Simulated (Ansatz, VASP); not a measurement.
# One calculation of BeTe, two programs

```
Be Te
1.0
     0.00000    2.83227    2.83227
     2.83227    0.00000    2.83227
     2.83227    2.83227    0.00000
Be Te
1 1
Direct
  0.00000 0.00000 0.00000
  0.25000 0.25000 0.25000
```

Alike in both runs: functional PBE; k mesh 11 × 11 × 11; occupations fermi-dirac, width 0.08 eV; no spin polarisation.

Ansatz relaxed the structure, and its values are those at the end. VASP's run is a single point on that final structure, the one shown.

|  | VASP | Ansatz |
| --- | --- | --- |
| version | VASP 6.6.1 | Ansatz 0.2.0 |
| potentials or method | VASP PAW PBE potentials, release 64 (Be, Te) | PAW with Ansatz's default frozen-core files, scalar-relativistic |
| plane-wave cutoff (eV) | 520 | 420 |
| valence electrons in the cell | 8 | 18 |

Ansatz gave:

| Property | Result |
| --- | --- |
| pressure (GPa) | 0.0 |

What did VASP give for the same quantities?

Pressure (GPa): 0.1.

VASP's potentials hold 8 valence electrons a cell and Ansatz's 18, so a difference there can come from the potentials and not from the codes.

Neither program's run includes spin-orbit coupling.
